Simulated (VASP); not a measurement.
# Cd (Cmcm) in VASP: single point with PBE

Aim: the single point of Cd with PBE.

Everything below comes from runs of VASP 6.6.1. Logs are shortened: lines on timing, memory, paths and dates and some standing lists are left out, and cuts for length are marked.

## (1) The cell of the first run

It takes space group Cmcm (No. 63, orthorhombic). The conventional cell has a = 2.979 Å, b = 5.160 Å, c = 5.618 Å, α = 90.00°, β = 90.00°, γ = 90.00°. Cd (site symmetry m2m) has 12 Cd at 2.98 to 3.38 Å within 3.9 Å.

## (2) Single point, PBE (atom 1 (Cd) moved by (+0.300, +0.000) A along y and z)

File INCAR:

```
ALGO = Fast
EDIFF = 1E-6
ENCUT = 520
GGA = PE
ISIF = 2
ISMEAR = 0
LASPH = True
LCHARG = False
LREAL = False
LWAVE = False
NBANDS = 19
NELM = 80
PREC = Accurate
SIGMA = 0.15
```

File KPOINTS:

```
k-points
0
Gamma
  18 18 8
```

File POSCAR:

```
Cd
1.0
    2.9788725081      0.0000000000      0.0000000000
   -1.4894362540      2.5797792666      0.0000000000
    0.0000000000      0.0000000000      5.6176500000
Cd
2
Direct
    0.3914778428      0.7829556856      0.2500000000
    0.6666666667      0.3333333333      0.7500000000
```

Potentials or basis: VASP PAW PBE potentials, release 64 (Cd).

Run with:

```bash
$ cat potpaw_PBE.64/Cd/POTCAR > POTCAR
$ mpirun -np 1 vasp_std > vasp.out
```

OUTCAR:

```text
EDIFF = 1E-6
   ENCUT = 520
   GGA = PE
   ISIF = 2
   ISMEAR = 0
   LASPH = True
   LREAL = False
   NELM = 80
   PREC = Accurate

 ion  position               nearest neighbor table
   1  0.391  0.783  0.250-   2 3.15   2 3.15   2 3.38   2 3.38   2 3.38   2 3.38
   2  0.667  0.333  0.750-   1 3.15   1 3.15   1 3.38   1 3.38   1 3.38   1 3.38

  LATTYP: Found a hexagonal cell.
 ALAT       =     2.9788725081
 C/A-ratio  =     1.8858309594

  Lattice vectors:

 A1 = (   2.9788725081,   0.0000000000,   0.0000000000)
 A2 = (  -1.4894362540,   2.5797792666,   0.0000000000)
 A3 = (   0.0000000000,   0.0000000000,   5.6176500000)

Analysis of symmetry for initial positions (statically):
=====================================================================
 Subroutine PRICEL returns:
 Original cell was already a primitive cell.

 Routine SETGRP: Setting up the symmetry group for a
 hexagonal supercell.

 Subroutine GETGRP returns: Found  8 space group operations
 (whereof  2 operations were pure point group operations)
 out of a pool of 24 trial point group operations.

The static configuration has the point symmetry C_1h.
 The point group associated with its full space group is D_2h.

Analysis of symmetry for dynamics (positions and initial velocities):
=====================================================================
 Subroutine PRICEL returns:
 Original cell was already a primitive cell.

 Routine SETGRP: Setting up the symmetry group for a
 hexagonal supercell.

 Subroutine GETGRP returns: Found  8 space group operations
 (whereof  2 operations were pure point group operations)
 out of a pool of 24 trial point group operations.

The dynamic configuration has the point symmetry C_1h.
 The point group associated with its full space group is D_2h.

 Subroutine INISYM returns: Found  8 space group operations
 (whereof  2 operations are pure point group operations),
 and found     1 'primitive' translations

----------------------------------------------------------------------------------------

                                     Primitive cell

  volume of cell :      43.1707

  direct lattice vectors                    reciprocal lattice vectors
     2.978872508  0.000000000  0.000000000     0.335697482  0.193815032  0.000000000
    -1.489436254  2.579779267  0.000000000     0.000000000  0.387630063  0.000000000
     0.000000000  0.000000000  5.617650000     0.000000000  0.000000000  0.178010378

  length of vectors
     2.978872508  2.978872508  5.617650000     0.387630063  0.387630063  0.178010378

  position of ions in fractional coordinates (direct lattice)
     0.391477843  0.782955686  0.250000000
     0.666666667  0.333333333  0.750000000

  ion indices of the primitive-cell ions
   primitive index   ion index
                 1           1
                 2           2

----------------------------------------------------------------------------------------

 KPOINTS: k-points

Automatic generation of k-mesh.
 Grid dimensions read from file:
 generate k-points for:   18   18    8

 Generating k-lattice:

  Cartesian coordinates                     Fractional coordinates (reciprocal lattice)
     0.018649860  0.010767502  0.000000000     0.055555556 -0.000000000  0.000000000
     0.000000000  0.021535004  0.000000000     0.000000000  0.055555556  0.000000000
     0.000000000  0.000000000  0.022251297     0.000000000  0.000000000  0.125000000

  Length of vectors
     0.021535004  0.021535004  0.022251297

  Shift w.r.t. Gamma in fractional coordinates (k-lattice)
     0.000000000  0.000000000  0.000000000

 Subroutine IBZKPT returns following result:
 ===========================================

 Found    455 irreducible k-points:

 Following reciprocal coordinates:
            Coordinates               Weight
  0.000000  0.000000  0.000000      1.000000
  0.055556 -0.000000  0.000000      4.000000
  0.000000  0.055556  0.000000      2.000000
  0.111111 -0.000000  0.000000      4.000000
  0.000000  0.111111  0.000000      2.000000
  0.166667  0.000000  0.000000      4.000000
[... 16 lines left out ...]
 -0.055556  0.166667  0.000000      4.000000
 -0.166667  0.111111  0.000000      4.000000
 [... further k-points ...]
   k-points           NKPTS =    455   k-points in BZ     NKDIM =    455   number of bands    NBANDS=     19
   number of dos      NEDOS =    301   number of ions     NIONS =      2
   total plane-waves  NPLWV =  24192
   dimension x,y,z NGX =    24 NGY =   24 NGZ =   42
   dimension x,y,z NGXF=    48 NGYF=   48 NGZF=   84
   ions per type =               2
   NGX,Y,Z   is equivalent  to a cutoff of  13.39, 13.39, 12.43 a.u.
   NGXF,Y,Z  is equivalent  to a cutoff of  26.79, 26.79, 24.86 a.u.
 SYSTEM =  unknown system
   PREC   = accura    normal or accurate (medium, high low for compatibility)
   ISTART =      0    job   : 0-new  1-cont  2-samecut
   ICHARG =      2    charge: 1-file 2-atom 10-const
   ISPIN  =      1    spin polarized calculation?
   LNONCOLLINEAR =      F non collinear calculations
   LSORBIT =      F    spin-orbit coupling
   LASPH  =      T    aspherical Exc in radial PAW
   ENCUT  =  520.0 eV  38.22 Ry    6.18 a.u.   5.54  5.54 10.45*2*pi/ulx,y,z
   NELM   =     80;   NELMIN=  2; NELMDL= -5     # of ELM steps
   EDIFF  = 0.1E-05   stopping-criterion for ELM
   LREAL  =      F    real-space projection
   EDIFFG = 0.1E-04   stopping-criterion for IOM
   NSW    =      0    number of steps for IOM
   IBRION =     -1    ionic relax: 0-MD 1-quasi-New 2-CG
   NFREE  =      0    steps in history (QN), initial steepest desc. (CG)
   ISIF   =      2    stress and relaxation
   ISYM   =      2    0-nonsym 1-usesym 2-fastsym
   POTIM  = 0.5000    time-step for ionic-motion
   TEBEG  =    0.0;   TEEND  =   0.0 temperature during run
   PSTRESS=    0.0 pullay stress
   NELECT =      24.0000    total number of electrons
   NUPDOWN=      -1.0000    fix difference up-down
   EMIN   =  10.00;   EMAX   =-10.00  energy-range for DOS
   EFERMI =   0.00;   METHOD = LEGACY
   ISMEAR =     0;   SIGMA  =   0.15  broadening in eV -4-tet -1-fermi 0-gaus
   EFERMI_NEDOS =   21; number of points for ismear=-14 and -15
   IALGO  =     68    algorithm
   IMIX   =      4    mixing-type and parameters
     AMIX     =   0.40;   BMIX     =  1.00
     AMIX_MAG =   1.60;   BMIX_MAG =  1.00
  volume/ion in A,a.u.               =      21.59       145.67
  Fermi-wavevector in a.u.,A,eV,Ry     =   1.346115  2.543789 24.654109  1.812026
  Thomas-Fermi vector in A             =   2.473973
   LORBIT       =      0    0 simple, 1 ext, 2 COOP (PROOUT), +10 PAW based schemes
   GGA     = PE    functional components
   LHFCALC =     F    Hartree Fock is set to
   AEXX    =    0.0000 exact exchange contribution
   IVDW    =     0    specifies the selected vdW correction
   LEPSILON=     F    determine dielectric tensor
   LRPA    =     F    only Hartree local field effects (RPA)
 non-spin polarized calculation
 RMM-DIIS sequential band-by-band and
 Gauss-broadening in eV      SIGMA  =   0.15
  energy-cutoff  :      520.00
  volume of cell :       43.17
 maximum number of plane-waves:      1188
 NGX is ok and might be reduce to    24
   NGX = 11   NGY = 11   NGZ = 21

 number of electron      23.9999997 magnetization

 Free energy of the ion-electron system (eV)
  ---------------------------------------------------
  ext. energy  EPLUGINS =         0.00000000
  ---------------------------------------------------
  free energy    TOTEN  =        -1.45577192 eV

  energy without entropy =       -1.44958595  energy(sigma->0) =       -1.45267893

 E-fermi :   3.0748     XC(G=0): -11.0311

 val. band max:        3.0705620473   @ k =   0.3889   0.0556   0.0000
 cond. band min:       3.0958641684   @ k =  -0.0556   0.3333   0.0000
 fundamental gap:      0.0253021211
 Fermi energy:         3.0747532873

 k-point     1 :       0.0000    0.0000    0.0000
  band No.  band energies     occupation
      1      -6.9041      2.00000
      2      -6.6795      2.00000
      3      -6.2935      2.00000
      4      -6.2705      2.00000
      5      -6.2541      2.00000
      6      -6.2244      2.00000
[... 11 lines left out ...]
     18      18.2997      0.00000
     19      18.3742      0.00000

 k-point     2 :       0.0556   -0.0000    0.0000
  band No.  band energies     occupation
      1      -6.8725      2.00000
      2      -6.6485      2.00000
      3      -6.2899      2.00000
      4      -6.2636      2.00000
      5      -6.2559      2.00000
      6      -6.2016      2.00000
[... 11 lines left out ...]
     18      17.8537      0.00000
     19      19.1336      0.00000

 k-point     3 :       0.0000    0.0556    0.0000
  band No.  band energies     occupation
      1      -6.8702      2.00000
      2      -6.6529      2.00000
      3      -6.3085      2.00000
      4      -6.2422      2.00000
      5      -6.2260      2.00000
      6      -6.2255      2.00000
[... 11 lines left out ...]
     18      17.8463      0.00000
     19      18.7659      0.00000

 k-point     4 :       0.1111   -0.0000    0.0000
  band No.  band energies     occupation
      1      -6.7925      2.00000
      2      -6.5778      2.00000
      3      -6.3268      2.00000
      4      -6.2810      2.00000
      5      -6.1752      2.00000
      6      -6.1211      2.00000
[... 11 lines left out ...]
     18      17.7670      0.00000
     19      18.9517      0.00000

 k-point     5 :       0.0000    0.1111    0.0000
  band No.  band energies     occupation
      1      -6.7827      2.00000
      2      -6.5942      2.00000
      3      -6.3446      2.00000
      4      -6.2344      2.00000
      5      -6.1601      2.00000
      6      -6.1442      2.00000
[... 11 lines left out ...]
     18      17.7062      0.00000
     19      18.8634      0.00000

 k-point     6 :       0.1667    0.0000    0.0000
  band No.  band energies     occupation
      1      -6.7236      2.00000
      2      -6.5077      2.00000
      3      -6.3980      2.00000
      4      -6.2346      2.00000
      5      -6.0449      2.00000
      6      -6.0068      2.00000
[... 11 lines left out ...]
     18      16.7637      0.00000
     19      17.0725      0.00000

 k-point     7 :       0.0000    0.1667    0.0000
  band No.  band energies     occupation
      1      -6.7115      2.00000
      2      -6.5254      2.00000
      3      -6.3813      2.00000
      4      -6.2228      2.00000
      5      -6.0322      2.00000
      6      -6.0161      2.00000
[... 11 lines left out ...]
     18      16.7964      0.00000
     19      17.0225      0.00000

 k-point     8 :       0.2222   -0.0000    0.0000
  band No.  band energies     occupation
      1      -6.7418      2.00000
      2      -6.5283      2.00000
      3      -6.3771      2.00000
      4      -6.1895      2.00000
      5      -6.1018      2.00000
      6      -5.9204      2.00000
[... 256 lines left out ...]
 k-point    20 :       0.0556    0.0556    0.0000
  band No.  band energies     occupation
      1      -6.8106      2.00000
      2      -6.6052      2.00000
      3      -6.3232      2.00000
      4      -6.2643      2.00000
      5      -6.1915      2.00000
      6      -6.1546      2.00000
[... 11 lines left out ...]
     18      18.3538      0.00000
     19      18.6638      0.00000

 k-point    21 :      -0.1111    0.0556    0.0000
  band No.  band energies     occupation
      1      -6.8164      2.00000
      2      -6.5944      2.00000
      3      -6.3041      2.00000
      4      -6.2876      2.00000
      5      -6.1947      2.00000
      6      -6.1679      2.00000
[... 11 lines left out ...]
     18      17.8247      0.00000
     19      19.2090      0.00000

 k-point    22 :       0.1111    0.0556    0.0000
  band No.  band energies     occupation
      1      -6.7228      2.00000
      2      -6.5370      2.00000
      3      -6.3540      2.00000
      4      -6.2925      2.00000
      5      -6.0861      2.00000
      6      -6.0534      2.00000
[... 11 lines left out ...]
     18      18.0026      0.00000
     19      18.0231      0.00000

 k-point    23 :      -0.0556    0.1667    0.0000
  band No.  band energies     occupation
      1      -6.7149      2.00000
      2      -6.5470      2.00000
      3      -6.3670      2.00000
      4      -6.2607      2.00000
      5      -6.0762      2.00000
      6      -6.0751      2.00000
[... 11 lines left out ...]
     18      17.9421      0.00000
     19      18.0118      0.00000

 k-point    24 :      -0.1667    0.1111    0.0000
  band No.  band energies     occupation
      1      -6.7279      2.00000
      2      -6.5268      2.00000
      3      -6.3524      2.00000
      4      -6.2972      2.00000
      5      -6.0872      2.00000
      6      -6.0704      2.00000
[... 11 lines left out ...]
     18      17.5664      0.00000
     19      18.0215      0.00000

 [... further k-points ...]

------------------------ aborting loop because EDIFF is reached ----------------------------------------

  FORCE on cell =-STRESS in cart. coord.  units (eV):
  Direction    XX          YY          ZZ          XY          YZ          ZX
  --------------------------------------------------------------------------------------
  -------------------------------------------------------------------------------------
  Total        1.1430899      0.8992270      0.8606276      0.0000000      0.0000000      0.0000000
  in kB       42.4230456     33.3726561     31.9401308      0.0000000      0.0000000      0.0000000
  external PRESSURE =      35.9119442 kB  Pullay stress =       0.0000000 kB

 VOLUME and BASIS-vectors are now :
 -----------------------------------------------------------------------------
  energy-cutoff  :      520.00
  volume of cell :       43.17
      direct lattice vectors                 reciprocal lattice vectors
     2.978872508  0.000000000  0.000000000     0.335697482  0.193815032  0.000000000
    -1.489436254  2.579779267  0.000000000     0.000000000  0.387630063  0.000000000
     0.000000000  0.000000000  5.617650000     0.000000000  0.000000000  0.178010378

 POSITION                                       TOTAL-FORCE (eV/Angst)
 -----------------------------------------------------------------------------------
      0.00000      2.01985      1.40441        -0.000000     -0.110254     -0.000000
      1.48944      0.85993      4.21324         0.000000      0.110254      0.000000
 -----------------------------------------------------------------------------------
    total drift:                               -0.000000     -0.000006      0.000000

  FREE ENERGIE OF THE ION-ELECTRON SYSTEM (eV)
  ---------------------------------------------------
  free  energy   TOTEN  =        -1.4557719184 eV

  energy  without entropy=       -1.4495859473  energy(sigma->0) =       -1.45267893
```

Wall time 5.2 min (1 thread of Intel Xeon 8259CL, shared host); peak memory 0.4 GiB.

What came out:

| Property | Result |
| --- | --- |
| Free energy | -1.4558 eV |
| Pressure | 3.6 GPa |
| Largest force | 0.110 eV/Å |
| Band gap on the k mesh | zero (bands 12 and 13 overlap by 4.71 eV) |

Forces in eV/Å, atoms in the order of the input:
```
Cd   0.000 -0.110  0.000
Cd   0.000  0.110  0.000
```

Caveat: the cell differs from its parent crystal (atom 1 (Cd) moved by (+0.300, +0.000) A along y and z); the cell stands under pressure.

The gap in the log of VASP goes by the Fermi energy; the results here count the filled bands.